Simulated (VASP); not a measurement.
N:

```
N
1.0
     5.56052    0.00000    0.00000
     0.00000    5.56052    0.00000
     0.00000    0.00000    5.56052
N
8
Direct
  0.05740 0.05740 0.05740
  0.44260 0.94260 0.55740
  0.55740 0.44260 0.94260
  0.94260 0.55740 0.44260
  0.94260 0.94260 0.94260
  0.55740 0.05740 0.44260
  0.44260 0.55740 0.05740
  0.05740 0.44260 0.55740
```

- Program: VASP 6.6.1
- Task: relaxation of volume and atoms at fixed shape
- Functional: LDA
- Potentials or basis: VASP PAW LDA potentials, release 64 (N)
- Cutoff: 600 eV
- k mesh: 4 × 4 × 4
- Occupations: fermi-dirac, width 0.02 eV
- Spin: no spin polarisation

At the start: pressure -1.2 GPa; volume 21.49 Å³/atom.

Q: How do energy, volume and symmetry change on relaxing?

A: Over 19 steps the energy falls by 13.1 meV/atom and the volume is 17.21 Å³/atom (-19.9 %); space group Pa-3 (No. 205, to 0.1 Å) before and after.

Step by step:
| step | energy change (eV) | largest force (eV/Å) | pressure (GPa) | volume (Å³) |
| --- | --- | --- | --- | --- |
| 1 | 0.0000 | 0.3982 | -1.22 | 171.93 |
| 2 | 0.6500 | 8.0198 | 10.10 | 167.90 |
| 3 | -0.0033 | 0.0541 | -0.60 | 171.65 |
| 4 | -0.0033 | 0.0858 | -0.56 | 171.63 |
| 5 | -0.0109 | 0.0844 | -0.56 | 169.82 |
| 6 | -0.0330 | 0.0981 | -0.52 | 164.47 |
| 7 | -0.0718 | 0.1989 | -0.25 | 154.11 |
| 8 | -0.0972 | 0.7004 | 1.38 | 134.71 |
| 9 | -0.0986 | 0.5951 | 1.22 | 134.40 |
| 10 | -0.1007 | 0.3191 | 0.80 | 133.59 |
| 11 | -0.1010 | 0.1912 | 0.61 | 133.21 |
| 12 | -0.1013 | 0.1768 | 0.57 | 133.34 |
| 13 | -0.1020 | 0.1335 | 0.46 | 133.73 |
| 14 | -0.1033 | 0.0456 | 0.27 | 134.51 |
| 15 | -0.1044 | 0.1264 | -0.11 | 136.07 |
| 16 | -0.1044 | 0.1690 | -0.23 | 136.48 |
| 17 | -0.1048 | 0.1055 | -0.16 | 137.00 |
| 18 | -0.1049 | 0.0789 | -0.10 | 137.23 |
| 19 | -0.1050 | 0.0201 | -0.05 | 137.70 |

Final structure:
```xyz
8
Lattice="5.1640 0.0000 0.0000 0.0000 5.1640 0.0000 0.0000 0.0000 5.1640" Properties=species:S:1:pos:R:3 pbc="T T T"
N     0.3183    0.3183    0.3183
N     2.2636    4.8456    2.9003
N     2.9003    2.2636    4.8456
N     4.8456    2.9003    2.2636
N     4.8456    4.8456    4.8456
N     2.9003    0.3183    2.2636
N     2.2636    2.9003    0.3183
N     0.3183    2.2636    2.9003
```

Caveat: the standard files for N, O and F lose accuracy on very short bonds; the volume moved by over 15 % at a fixed basis, so the end points are rough.
